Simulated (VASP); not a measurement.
# TiAu (Pm-3m) in VASP: further runs

Runs on TiAu. Level: LDA. Tasks: relaxation of cell and atoms.

Program: VASP 6.6.1. These are calculated values, not measurements. Logs are shortened: lines on timing, memory, paths and dates and some standing lists are left out, and cuts for length are marked.

### 1 The cell of the first run

Symmetry: Pm-3m, No. 221, cubic system. Conventional cell: a = 3.189 Å, b = 3.189 Å, c = 3.189 Å, α = 90.00°, β = 90.00°, γ = 90.00°. Ti (site symmetry m-3m) has 8 Au at 2.76 Å and 6 Ti at 3.19 Å within 3.6 Å. Within 3.6 Å of Au (site symmetry m-3m) lie 8 Ti at 2.76 Å and 6 Au at 3.19 Å.

### 2 Relaxation of cell and atoms, LDA

Input file INCAR:

```
ALGO = Fast ; EDIFF = 1E-6
EDIFFG = -0.001 ; ENCUT = 600
GGA = CA ; IBRION = 2
ISIF = 3 ; ISMEAR = -1
LASPH = True ; LCHARG = False
LREAL = False ; LWAVE = False
NELM = 60 ; NSW = 80
PREC = Accurate ; SIGMA = 0.15
```

Input file KPOINTS:

```
k-points
0
Gamma
  14 14 14
```

Input file POSCAR:

```
TiAu
1.0
    3.1885870440      0.0000000000      0.0000000000
    0.0000000000      3.1885870440      0.0000000000
    0.0000000000      0.0000000000      3.1885870440
Ti Au
1 1
Direct
    0.5000000000      0.5000000000      0.5000000000
    0.0000000000      0.0000000000      0.0000000000
```

Potentials or basis: VASP PAW LDA potentials, release 64 (Ti_sv, Au).

Command:

```
$ cat potpaw_LDA.64/Ti_sv/POTCAR potpaw_LDA.64/Au/POTCAR > POTCAR
$ mpirun -np 1 vasp_std > vasp.out
```

OUTCAR:

```text
EDIFF = 1E-6
   EDIFFG = -0.001
   ENCUT = 600
   GGA = CA
   IBRION = 2
   ISIF = 3
   ISMEAR = -1
   LASPH = True
   LREAL = False
   NELM = 60
   NSW = 80
   PREC = Accurate

 ion  position               nearest neighbor table
   1  0.500  0.500  0.500-   2 2.76   2 2.76   2 2.76   2 2.76   2 2.76   2 2.76   2 2.76   2 2.76

   2  0.000  0.000  0.000-   1 2.76   1 2.76   1 2.76   1 2.76   1 2.76   1 2.76   1 2.76   1 2.76

  LATTYP: Found a simple cubic cell.
 ALAT       =     3.1885870440

  Lattice vectors:

 A1 = (   3.1885870440,   0.0000000000,   0.0000000000)
 A2 = (   0.0000000000,   3.1885870440,   0.0000000000)
 A3 = (   0.0000000000,   0.0000000000,   3.1885870440)

Analysis of symmetry for initial positions (statically):
=====================================================================
 Subroutine PRICEL returns:
 Original cell was already a primitive cell.

 Routine SETGRP: Setting up the symmetry group for a
 simple cubic supercell.

 Subroutine GETGRP returns: Found 48 space group operations
 (whereof 48 operations were pure point group operations)
 out of a pool of 48 trial point group operations.

The static configuration has the point symmetry O_h .

Analysis of symmetry for dynamics (positions and initial velocities):
=====================================================================
 Subroutine PRICEL returns:
 Original cell was already a primitive cell.

 Routine SETGRP: Setting up the symmetry group for a
 simple cubic supercell.

 Subroutine GETGRP returns: Found 48 space group operations
 (whereof 48 operations were pure point group operations)
 out of a pool of 48 trial point group operations.

The dynamic configuration has the point symmetry O_h .

 Subroutine INISYM returns: Found 48 space group operations
 (whereof 48 operations are pure point group operations),
 and found     1 'primitive' translations

----------------------------------------------------------------------------------------

                                     Primitive cell

  volume of cell :      32.4186

  direct lattice vectors                    reciprocal lattice vectors
     3.188587044  0.000000000  0.000000000     0.313618536  0.000000000  0.000000000
     0.000000000  3.188587044  0.000000000     0.000000000  0.313618536  0.000000000
     0.000000000  0.000000000  3.188587044     0.000000000  0.000000000  0.313618536

  length of vectors
     3.188587044  3.188587044  3.188587044     0.313618536  0.313618536  0.313618536

  position of ions in fractional coordinates (direct lattice)
     0.500000000  0.500000000  0.500000000
     0.000000000  0.000000000  0.000000000

  ion indices of the primitive-cell ions
   primitive index   ion index
                 1           1
                 2           2

----------------------------------------------------------------------------------------

 KPOINTS: k-points

Automatic generation of k-mesh.
 Grid dimensions read from file:
 generate k-points for:   14   14   14

 Generating k-lattice:

  Cartesian coordinates                     Fractional coordinates (reciprocal lattice)
     0.022401324  0.000000000  0.000000000     0.071428571  0.000000000  0.000000000
     0.000000000  0.022401324  0.000000000     0.000000000  0.071428571  0.000000000
     0.000000000  0.000000000  0.022401324     0.000000000  0.000000000  0.071428571

  Length of vectors
     0.022401324  0.022401324  0.022401324

  Shift w.r.t. Gamma in fractional coordinates (k-lattice)
     0.000000000  0.000000000  0.000000000

 Subroutine IBZKPT returns following result:
 ===========================================

 Found    120 irreducible k-points:

 Following reciprocal coordinates:
            Coordinates               Weight
  0.000000  0.000000  0.000000      1.000000
  0.071429  0.000000  0.000000      6.000000
  0.142857  0.000000  0.000000      6.000000
  0.214286  0.000000  0.000000      6.000000
  0.285714  0.000000  0.000000      6.000000
  0.357143  0.000000  0.000000      6.000000
[... 16 lines left out ...]
  0.285714  0.214286  0.000000     24.000000
  0.357143  0.214286  0.000000     24.000000
 [... further k-points ...]
   k-points           NKPTS =    120   k-points in BZ     NKDIM =    120   number of bands    NBANDS=     15
   number of dos      NEDOS =    301   number of ions     NIONS =      2
   total plane-waves  NPLWV =  21952
   dimension x,y,z NGX =    28 NGY =   28 NGZ =   28
   dimension x,y,z NGXF=    56 NGYF=   56 NGZF=   56
   ions per type =               1   1
   NGX,Y,Z   is equivalent  to a cutoff of  14.60, 14.60, 14.60 a.u.
   NGXF,Y,Z  is equivalent  to a cutoff of  29.20, 29.20, 29.20 a.u.
 SYSTEM =  unknown system
   PREC   = accura    normal or accurate (medium, high low for compatibility)
   ISTART =      0    job   : 0-new  1-cont  2-samecut
   ICHARG =      2    charge: 1-file 2-atom 10-const
   ISPIN  =      1    spin polarized calculation?
   LNONCOLLINEAR =      F non collinear calculations
   LSORBIT =      F    spin-orbit coupling
   LASPH  =      T    aspherical Exc in radial PAW
   ENCUT  =  600.0 eV  44.10 Ry    6.64 a.u.   6.37  6.37  6.37*2*pi/ulx,y,z
   NELM   =     60;   NELMIN=  2; NELMDL= -5     # of ELM steps
   EDIFF  = 0.1E-05   stopping-criterion for ELM
   LREAL  =      F    real-space projection
   EDIFFG = -.1E-02   stopping-criterion for IOM
   NSW    =     80    number of steps for IOM
   IBRION =      2    ionic relax: 0-MD 1-quasi-New 2-CG
   NFREE  =      1    steps in history (QN), initial steepest desc. (CG)
   ISIF   =      3    stress and relaxation
   ISYM   =      2    0-nonsym 1-usesym 2-fastsym
   POTIM  = 0.5000    time-step for ionic-motion
   TEBEG  =    0.0;   TEEND  =   0.0 temperature during run
   PSTRESS=    0.0 pullay stress
   NELECT =      23.0000    total number of electrons
   NUPDOWN=      -1.0000    fix difference up-down
   EMIN   =  10.00;   EMAX   =-10.00  energy-range for DOS
   EFERMI =   0.00;   METHOD = LEGACY
   ISMEAR =    -1;   SIGMA  =   0.15  broadening in eV -4-tet -1-fermi 0-gaus
   EFERMI_NEDOS =   21; number of points for ismear=-14 and -15
   IALGO  =     68    algorithm
   IMIX   =      4    mixing-type and parameters
     AMIX     =   0.40;   BMIX     =  1.00
     AMIX_MAG =   1.60;   BMIX_MAG =  1.00
  volume/ion in A,a.u.               =      16.21       109.39
  Fermi-wavevector in a.u.,A,eV,Ry     =   1.460111  2.759209 29.006583  2.131924
  Thomas-Fermi vector in A             =   2.576599
   LORBIT       =      0    0 simple, 1 ext, 2 COOP (PROOUT), +10 PAW based schemes
   GGA     = CA    functional components
   LHFCALC =     F    Hartree Fock is set to
   AEXX    =    0.0000 exact exchange contribution
   IVDW    =     0    specifies the selected vdW correction
   LEPSILON=     F    determine dielectric tensor
   LRPA    =     F    only Hartree local field effects (RPA)
 conjugate gradient relaxation of ions
 non-spin polarized calculation
 RMM-DIIS sequential band-by-band and
  energy-cutoff  :      600.00
  volume of cell :       32.42
 maximum number of plane-waves:      1108
 NGX is ok and might be reduce to    28
   NGX = 13   NGY = 13   NGZ = 13

--------------------------------------- Ionic step        1  -------------------------------------------

 number of electron      23.0000005 magnetization

 Free energy of the ion-electron system (eV)
  ---------------------------------------------------
  ext. energy  EPLUGINS =         0.00000000
  ---------------------------------------------------
  free energy    TOTEN  =       -13.78845701 eV

  energy without entropy =      -13.56590523  energy(sigma->0) =      -13.67718112

------------------------ aborting loop because EDIFF is reached ----------------------------------------

  FORCE on cell =-STRESS in cart. coord.  units (eV):
  Direction    XX          YY          ZZ          XY          YZ          ZX
  --------------------------------------------------------------------------------------
  -------------------------------------------------------------------------------------
  Total        0.1869659      0.1869659      0.1869659      0.0000000      0.0000000      0.0000000
  in kB        9.2401330      9.2401330      9.2401330      0.0000000      0.0000000      0.0000000
  external PRESSURE =       9.2401330 kB  Pullay stress =       0.0000000 kB

 VOLUME and BASIS-vectors are now :
 -----------------------------------------------------------------------------
  energy-cutoff  :      600.00
  volume of cell :       32.42
      direct lattice vectors                 reciprocal lattice vectors
     3.188587044  0.000000000  0.000000000     0.313618536  0.000000000  0.000000000
     0.000000000  3.188587044  0.000000000     0.000000000  0.313618536  0.000000000
     0.000000000  0.000000000  3.188587044     0.000000000  0.000000000  0.313618536
[... 37 lines left out ...]
 POSITION                                       TOTAL-FORCE (eV/Angst)
 -----------------------------------------------------------------------------------
      1.60148      1.60148      1.60148         0.000000      0.000000      0.000000
      0.00000      0.00000      0.00000        -0.000000      0.000000      0.000000
 -----------------------------------------------------------------------------------
    total drift:                                0.000000      0.000000      0.000000

  FREE ENERGIE OF THE ION-ELECTRON SYSTEM (eV)
  ---------------------------------------------------
  free  energy   TOTEN  =       -13.7878078744 eV

  energy  without entropy=      -13.5626819202  energy(sigma->0) =      -13.67524490

--------------------------------------- Ionic step        3  -------------------------------------------

 number of electron      23.0000005 magnetization

 Free energy of the ion-electron system (eV)
  ---------------------------------------------------
  ext. energy  EPLUGINS =         0.00000000
  ---------------------------------------------------
  free energy    TOTEN  =       -13.78894769 eV

  energy without entropy =      -13.56539624  energy(sigma->0) =      -13.67717197

 E-fermi :   9.8794     XC(G=0): -12.6857

 val. band max:        9.8708534897   @ k =   0.4286   0.2143   0.2143
 cond. band min:       9.8853037962   @ k =   0.2857   0.1429   0.1429
 fundamental gap:      0.0144503066
 Fermi energy:         9.8793842241

 k-point     1 :       0.0000    0.0000    0.0000
  band No.  band energies     occupation
      1     -46.7582      2.00000
      2     -23.3206      2.00000
      3     -23.3206      2.00000
      4     -23.3206      2.00000
      5       0.8772      2.00000
      6       3.2735      2.00000
      7       3.2735      2.00000
      8       5.3247      2.00000
      9       5.3247      2.00000
     10       5.3247      2.00000
     11      10.2007      0.21018
     12      10.2007      0.21018
     13      12.0016      0.00000
     14      12.0016      0.00000
     15      12.0016      0.00000
[... 397 lines left out ...]
 k-point    24 :       0.3571    0.2143    0.0000
  band No.  band energies     occupation
      1     -46.7406      2.00000
      2     -23.4470      2.00000
      3     -23.3720      2.00000
      4     -23.3073      2.00000
      5       3.0403      2.00000
      6       3.9392      2.00000
      7       4.5071      2.00000
      8       4.7890      2.00000
      9       5.1667      2.00000
     10       5.5158      2.00000
     11       9.1080      1.98838
     12       9.8050      1.24289
     13      10.3936      0.06285
     14      10.8118      0.00399
     15      11.8173      0.00000

 [... further k-points ...]
[... 5 lines left out ...]
  --------------------------------------------------------------------------------------
  -------------------------------------------------------------------------------------
  Total       -0.0008687     -0.0008687     -0.0008687      0.0000000      0.0000000      0.0000000
  in kB       -0.0427068     -0.0427068     -0.0427068      0.0000000      0.0000000      0.0000000
  external PRESSURE =      -0.0427068 kB  Pullay stress =       0.0000000 kB

 VOLUME and BASIS-vectors are now :
 -----------------------------------------------------------------------------
  energy-cutoff  :      600.00
  volume of cell :       32.59
      direct lattice vectors                 reciprocal lattice vectors
     3.194214103 -0.000000000  0.000000000     0.313066053 -0.000000000  0.000000000
     0.000000000  3.194214103 -0.000000000     0.000000000  0.313066053  0.000000000
    -0.000000000  0.000000000  3.194214103    -0.000000000  0.000000000  0.313066053

 POSITION                                       TOTAL-FORCE (eV/Angst)
 -----------------------------------------------------------------------------------
      1.59711      1.59711      1.59711         0.000000      0.000000      0.000000
      0.00000      0.00000      0.00000        -0.000000      0.000000      0.000000
 -----------------------------------------------------------------------------------
    total drift:                                0.000000      0.000000      0.000000

  FREE ENERGIE OF THE ION-ELECTRON SYSTEM (eV)
  ---------------------------------------------------
  free  energy   TOTEN  =       -13.7889476872 eV

  energy  without entropy=      -13.5653962448  energy(sigma->0) =      -13.67717197

 reached required accuracy - stopping structural energy minimisation
```

Wall time 2.3 min (1 thread of Intel Xeon 6975P-C (Granite Rapids), shared host); peak memory 0.21 GiB.

Results:

* Free energy: -13.7889 eV
* Relaxed volume: 16.30 Å³/atom
* Relaxed cell: a = 3.194 Å, b = 3.194 Å, c = 3.194 Å, α = 90.00°, β = 90.00°, γ = 90.00°
* Space group after relaxing (to 0.1 Å): Pm-3m (No. 221)
* Energy gained by relaxing: 0.2 meV/atom
* Ionic steps: 3
* Pressure after relaxing: 0.0 GPa
* Band gap on the k mesh: zero (an odd number of electrons rules out a gap without spin polarisation)

The path:
```csv
step,energy change (eV),largest force (eV/Å),pressure (GPa),volume (Å³)
1,0.0000,0.0000,0.92,32.42
2,0.0006,0.0000,-1.33,32.86
3,-0.0005,0.0000,0.00,32.59
```

Final structure:
```
Ti Au
1.0
     3.19421    0.00000    0.00000
     0.00000    3.19421    0.00000
     0.00000    0.00000    3.19421
Ti Au
1 1
Direct
  0.50000 0.50000 0.50000
  0.00000 0.00000 0.00000
```

Caveat: spin-orbit coupling is left out, which moves the levels of the heavy elements.

(Continued in part 2 of 2.)
